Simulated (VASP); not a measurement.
# TiO2 (I4_1/amd) in VASP: single point with PBE

Aim: the single point of TiO2 with PBE.

Everything below comes from runs of VASP 6.6.1. Logs are shortened: lines on timing, memory, paths and dates and some standing lists are left out, and cuts for length are marked.

**1. The cell of the first run**

Symmetry: I4_1/amd, No. 141, tetragonal system. Conventional cell: a = 3.784 Å, b = 3.784 Å, c = 9.515 Å, α = 90.00°, β = 90.00°, γ = 90.00°. Ti (site symmetry -4m2) has 6 O at 1.93 to 1.98 Å within 2.6 Å. Within 2.6 Å of O (site symmetry 2mm) lie 3 Ti at 1.93 to 1.98 Å and 2 O at 2.47 Å.

**2. Single point, PBE**

POSCAR reads:

```
TiO2
1.0
   -1.8921000000      1.8921000000      4.7573000000
    1.8921000000     -1.8921000000      4.7573000000
    1.8921000000      1.8921000000     -4.7573000000
Ti O
2 4
Direct
    0.0000000000      1.0000000000      0.0000000000
    0.7500000000      0.2500000000      0.5000000000
    0.2081000000      0.2081000000      0.0000000000
    0.7919000000      0.7919000000      0.0000000000
   -0.0419000000      0.4581000000      0.5000000000
    0.5419000000      1.0419000000      0.5000000000
```

INCAR.step1 reads:

```
SYSTEM = TiO2
PREC     = Accurate       ! precision mode
ENCUT    = 520            ! plane-wave cutoff, eV
EDIFF    = 1E-6           ! SCF threshold, eV
ISMEAR   = 0              ! smearing method
SIGMA    = 0.01           ! smearing width, eV
LREAL    = .FALSE.        ! projectors in reciprocal space
LASPH    = .TRUE.         ! aspherical terms in the spheres
NELM     = 120            ! most SCF steps
ALGO     = Normal         ! electronic algorithm
ISIF     = 2              ! what is computed and relaxed
LWAVE    = .FALSE.        ! write WAVECAR
LCHARG   = .TRUE.         ! write CHGCAR
LMAXMIX  = 4              ! l up to which the mixer works
GGA      = PE             ! functional
NBANDS   = 33             ! bands
GGA_COMPAT= .FALSE.      
NEDOS    = 2001           ! points of the DOS
LORBIT   = 11             ! projections on sites
```

KPOINTS.step1 reads:

```
regular mesh
0
G
  6 6 6
  0 0 0
```

INCAR.step2 reads:

```
SYSTEM = TiO2
PREC     = Accurate       ! precision mode
ENCUT    = 520            ! plane-wave cutoff, eV
EDIFF    = 1E-6           ! SCF threshold, eV
ISMEAR   = -5             ! smearing method
SIGMA    = 0.01           ! smearing width, eV
LREAL    = .FALSE.        ! projectors in reciprocal space
LASPH    = .TRUE.         ! aspherical terms in the spheres
NELM     = 120            ! most SCF steps
ALGO     = Normal         ! electronic algorithm
ISIF     = 2              ! what is computed and relaxed
LWAVE    = .FALSE.        ! write WAVECAR
LCHARG   = .FALSE.        ! write CHGCAR
LMAXMIX  = 4              ! l up to which the mixer works
GGA      = PE             ! functional
LORBIT   = 11             ! projections on sites
NEDOS    = 1001           ! points of the DOS
ICHARG   = 11             ! starting density
GGA_COMPAT= .FALSE.
```

KPOINTS.step2 reads:

```
regular mesh
0
G
  9 9 9
  0 0 0
```

Potentials or basis: VASP PAW PBE potentials, release 64 (Ti_sv, O).

The run is started by

```sh
cat potpaw_PBE.64/Ti_sv/POTCAR potpaw_PBE.64/O/POTCAR > POTCAR
cp INCAR.step1 INCAR
cp KPOINTS.step1 KPOINTS
mpirun -np 1 vasp_std > vasp.out
cp INCAR.step2 INCAR
cp KPOINTS.step2 KPOINTS
mpirun -np 1 vasp_std > vasp.out
```

OUTCAR:

```text
SYSTEM = TiO2
   PREC = Accurate
   ENCUT = 520
   EDIFF = 1E-6
   ISMEAR = -5
   LREAL = .FALSE.
   LASPH = .TRUE.
   NELM = 120
   ISIF = 2
   GGA = PE
   LORBIT = 11
   ICHARG = 11

 ion  position               nearest neighbor table
   1  0.000  0.000  0.000-   6 1.93   5 1.93   6 1.93   5 1.93   4 1.98   3 1.98
   2  0.750  0.250  0.500-   4 1.93   3 1.93   4 1.93   3 1.93   5 1.98   6 1.98
   3  0.208  0.208  0.000-   2 1.93   2 1.93   1 1.98
   4  0.792  0.792  0.000-   2 1.93   2 1.93   1 1.98
   5  0.958  0.458  0.500-   1 1.93   1 1.93   2 1.98
   6  0.542  0.042  0.500-   1 1.93   1 1.93   2 1.98

  LATTYP: Found a body centered tetragonal cell.
 ALAT       =     3.7842000000
 C/A-ratio  =     2.5142962846

  Lattice vectors:

 A1 = (  -1.8921000000,   1.8921000000,   4.7573000000)
 A2 = (   1.8921000000,  -1.8921000000,   4.7573000000)
 A3 = (   1.8921000000,   1.8921000000,  -4.7573000000)

Analysis of symmetry for initial positions (statically):
=====================================================================
 Subroutine PRICEL returns:
 Original cell was already a primitive cell.

 Routine SETGRP: Setting up the symmetry group for a
 body centered tetragonal supercell.

 Subroutine GETGRP returns: Found 16 space group operations
 (whereof  8 operations were pure point group operations)
 out of a pool of 16 trial point group operations.

The static configuration has the point symmetry D_2d.
 The point group associated with its full space group is D_4h.

Analysis of symmetry for dynamics (positions and initial velocities):
=====================================================================
 Subroutine PRICEL returns:
 Original cell was already a primitive cell.

 Routine SETGRP: Setting up the symmetry group for a
 body centered tetragonal supercell.

 Subroutine GETGRP returns: Found 16 space group operations
 (whereof  8 operations were pure point group operations)
 out of a pool of 16 trial point group operations.

The dynamic configuration has the point symmetry D_2d.
 The point group associated with its full space group is D_4h.

 Subroutine INISYM returns: Found 16 space group operations
 (whereof  8 operations are pure point group operations),
 and found     1 'primitive' translations

----------------------------------------------------------------------------------------

                                     Primitive cell

  volume of cell :      68.1253

  direct lattice vectors                    reciprocal lattice vectors
    -1.892100000  1.892100000  4.757300000     0.000000000  0.264256646  0.105101633
     1.892100000 -1.892100000  4.757300000     0.264256646  0.000000000  0.105101633
     1.892100000  1.892100000 -4.757300000     0.264256646  0.264256646  0.000000000

  length of vectors
     5.458203744  5.458203744  5.458203744     0.284390450  0.284390450  0.373715333

  position of ions in fractional coordinates (direct lattice)
     0.000000000  0.000000000  0.000000000
     0.750000000  0.250000000  0.500000000
     0.208100000  0.208100000  0.000000000
     0.791900000  0.791900000  0.000000000
     0.958100000  0.458100000  0.500000000
     0.541900000  0.041900000  0.500000000

  ion indices of the primitive-cell ions
   primitive index   ion index
                 1           1
                 2           2
                 3           3
                 4           4
                 5           5
                 6           6

----------------------------------------------------------------------------------------

 KPOINTS: regular mesh

Automatic generation of k-mesh.
 Grid dimensions read from file:
 generate k-points for:    9    9    9

 Generating k-lattice:

  Cartesian coordinates                     Fractional coordinates (reciprocal lattice)
     0.000000000  0.029361850  0.011677959     0.111111111  0.000000000 -0.000000000
     0.029361850  0.000000000  0.011677959     0.000000000  0.111111111 -0.000000000
     0.029361850  0.029361850  0.000000000     0.000000000  0.000000000  0.111111111

  Length of vectors
     0.031598939  0.031598939  0.041523926

  Shift w.r.t. Gamma in fractional coordinates (k-lattice)
     0.000000000  0.000000000  0.000000000

 TETIRR: Found    939 inequivalent tetrahedra from     4374

 Subroutine IBZKPT returns following result:
 ===========================================

 Found     75 irreducible k-points:

 Following reciprocal coordinates:
            Coordinates               Weight
  0.000000  0.000000  0.000000      1.000000
  0.111111  0.000000  0.000000      8.000000
  0.222222  0.000000  0.000000      8.000000
  0.333333  0.000000  0.000000      8.000000
  0.444444  0.000000  0.000000      8.000000
  0.111111  0.111111  0.000000      8.000000
[... 16 lines left out ...]
 -0.333333  0.333333  0.000000      4.000000
  0.444444  0.444444  0.000000      8.000000
 [... further k-points ...]
   k-points           NKPTS =     75   k-points in BZ     NKDIM =     75   number of bands    NBANDS=     28
   number of dos      NEDOS =   1001   number of ions     NIONS =      6
   total plane-waves  NPLWV =  74088
   dimension x,y,z NGX =    42 NGY =   42 NGZ =   42
   dimension x,y,z NGXF=    84 NGYF=   84 NGZF=   84
   ions per type =               2   4
   NGX,Y,Z   is equivalent  to a cutoff of  12.79, 12.79, 12.79 a.u.
   NGXF,Y,Z  is equivalent  to a cutoff of  25.58, 25.58, 25.58 a.u.
 SYSTEM =  TiO2
   PREC   = accura    normal or accurate (medium, high low for compatibility)
   ISTART =      0    job   : 0-new  1-cont  2-samecut
   ICHARG =     11    charge: 1-file 2-atom 10-const
   ISPIN  =      1    spin polarized calculation?
   LNONCOLLINEAR =      F non collinear calculations
   LSORBIT =      F    spin-orbit coupling
   LASPH  =      T    aspherical Exc in radial PAW
   ENCUT  =  520.0 eV  38.22 Ry    6.18 a.u.  10.15 10.15 10.15*2*pi/ulx,y,z
   NELM   =    120;   NELMIN=  2; NELMDL=  0     # of ELM steps
   EDIFF  = 0.1E-05   stopping-criterion for ELM
   LREAL  =      F    real-space projection
   EDIFFG = 0.1E-04   stopping-criterion for IOM
   NSW    =      0    number of steps for IOM
   IBRION =     -1    ionic relax: 0-MD 1-quasi-New 2-CG
   NFREE  =      0    steps in history (QN), initial steepest desc. (CG)
   ISIF   =      2    stress and relaxation
   ISYM   =      2    0-nonsym 1-usesym 2-fastsym
   POTIM  = 0.5000    time-step for ionic-motion
   TEBEG  =    0.0;   TEEND  =   0.0 temperature during run
   PSTRESS=    0.0 pullay stress
   NELECT =      48.0000    total number of electrons
   NUPDOWN=      -1.0000    fix difference up-down
   EMIN   =  10.00;   EMAX   =-10.00  energy-range for DOS
   EFERMI =   0.00;   METHOD = LEGACY
   ISMEAR =    -5;   SIGMA  =   0.01  broadening in eV -4-tet -1-fermi 0-gaus
   EFERMI_NEDOS =   21; number of points for ismear=-14 and -15
   IALGO  =     38    algorithm
   IMIX   =      4    mixing-type and parameters
     AMIX     =   0.40;   BMIX     =  1.00
     AMIX_MAG =   1.60;   BMIX_MAG =  1.00
  volume/ion in A,a.u.               =      11.35        76.62
  Fermi-wavevector in a.u.,A,eV,Ry     =   1.456752  2.752862 28.873289  2.122127
  Thomas-Fermi vector in A             =   2.573634
   LORBIT       =     11    0 simple, 1 ext, 2 COOP (PROOUT), +10 PAW based schemes
   GGA     = PE    functional components
   LHFCALC =     F    Hartree Fock is set to
   AEXX    =    0.0000 exact exchange contribution
   IVDW    =     0    specifies the selected vdW correction
   LEPSILON=     F    determine dielectric tensor
   LRPA    =     F    only Hartree local field effects (RPA)
 non-spin polarized calculation
 Fermi weights with tetrahedron method with Bloechl corrections
  energy-cutoff  :      520.00
  volume of cell :       68.13
 maximum number of plane-waves:      1849
 NGX is ok and might be reduce to    42

 number of electron      47.9999989 magnetization

 Free energy of the ion-electron system (eV)
  ---------------------------------------------------
  ext. energy  EPLUGINS =         0.00000000
  ---------------------------------------------------
  free energy    TOTEN  =       -53.82577354 eV

  energy without entropy =      -53.82577354  energy(sigma->0) =      -53.82577354

 E-fermi :   3.4571     XC(G=0): -10.7369

 val. band max:        3.4093279965   @ k =  -0.4444   0.4444   0.0000
 cond. band min:       5.5048123506   @ k =   0.0000   0.0000   0.0000
 fundamental gap:      2.0954843542
 Fermi energy:         3.4571365169

 k-point     1 :       0.0000    0.0000    0.0000
  band No.  band energies     occupation
      1     -52.9928      2.00000
      2     -52.9322      2.00000
      3     -29.4598      2.00000
      4     -29.2185      2.00000
      5     -29.2185      2.00000
      6     -29.1466      2.00000
[... 20 lines left out ...]
     27       7.3854      0.00000
     28       7.4049      0.00000

 k-point     2 :       0.1111    0.0000    0.0000
  band No.  band energies     occupation
      1     -52.9912      2.00000
      2     -52.9333      2.00000
      3     -29.4563      2.00000
      4     -29.2345      2.00000
      5     -29.2197      2.00000
      6     -29.1530      2.00000
[... 674 lines left out ...]
 k-point    24 :       0.4444    0.4444    0.0000
  band No.  band energies     occupation
      1     -52.9591      2.00000
      2     -52.9572      2.00000
      3     -29.4176      2.00000
      4     -29.4136      2.00000
      5     -29.2663      2.00000
      6     -29.2613      2.00000
[... 20 lines left out ...]
     27       7.1558      0.00000
     28       7.1890      0.00000

 [... further k-points ...]

------------------------ aborting loop because EDIFF is reached ----------------------------------------

  FORCE on cell =-STRESS in cart. coord.  units (eV):
  Direction    XX          YY          ZZ          XY          YZ          ZX
  --------------------------------------------------------------------------------------
  -------------------------------------------------------------------------------------
  Total        2.3077246      2.3077246      2.8972465      0.0000000      0.0000000      0.0000000
  in kB       54.2732532     54.2732532     68.1376765      0.0000000      0.0000000      0.0000000
  external PRESSURE =      58.8947277 kB  Pullay stress =       0.0000000 kB

 VOLUME and BASIS-vectors are now :
 -----------------------------------------------------------------------------
  energy-cutoff  :      520.00
  volume of cell :       68.13
      direct lattice vectors                 reciprocal lattice vectors
    -1.892100000  1.892100000  4.757300000     0.000000000  0.264256646  0.105101633
     1.892100000 -1.892100000  4.757300000     0.264256646  0.000000000  0.105101633
     1.892100000  1.892100000 -4.757300000     0.264256646  0.264256646  0.000000000

 POSITION                                       TOTAL-FORCE (eV/Angst)
 -----------------------------------------------------------------------------------
      0.00000      0.00000      0.00000        -0.000000     -0.000000      0.000000
      0.00000      1.89210      2.37865        -0.000000     -0.000000      0.000000
      0.00000      0.00000      1.97999        -0.000000     -0.000000      0.124653
      0.00000      0.00000      7.53461        -0.000000     -0.000000     -0.124653
      0.00000      1.89210      4.35864         0.000000      0.000000      0.124653
      0.00000      1.89210      0.39866         0.000000      0.000000     -0.124653
 -----------------------------------------------------------------------------------
    total drift:                               -0.000000      0.000000      0.000000

  FREE ENERGIE OF THE ION-ELECTRON SYSTEM (eV)
  ---------------------------------------------------
  free  energy   TOTEN  =       -53.8257735446 eV

  energy  without entropy=      -53.8257735446  energy(sigma->0) =      -53.82577354

 total charge

# of ion       s       p       d       tot
------------------------------------------
    1        2.226   6.301   1.753  10.280
    2        2.226   6.301   1.753  10.280
    3        1.573   3.507   0.000   5.080
    4        1.573   3.507   0.000   5.080
    5        1.573   3.507   0.000   5.080
    6        1.573   3.507   0.000   5.080
--------------------------------------------------
tot         10.742  26.631   3.507  40.880
```

Run time: 5.3 min. Hardware: 1 thread of AMD EPYC 7R43 (Zen 3), shared host; peak memory 0.28 GiB.

Results:

```yaml
Valence_electrons_inside_the_program's_atomic_spheres: Ti 10.28; O 5.08
```
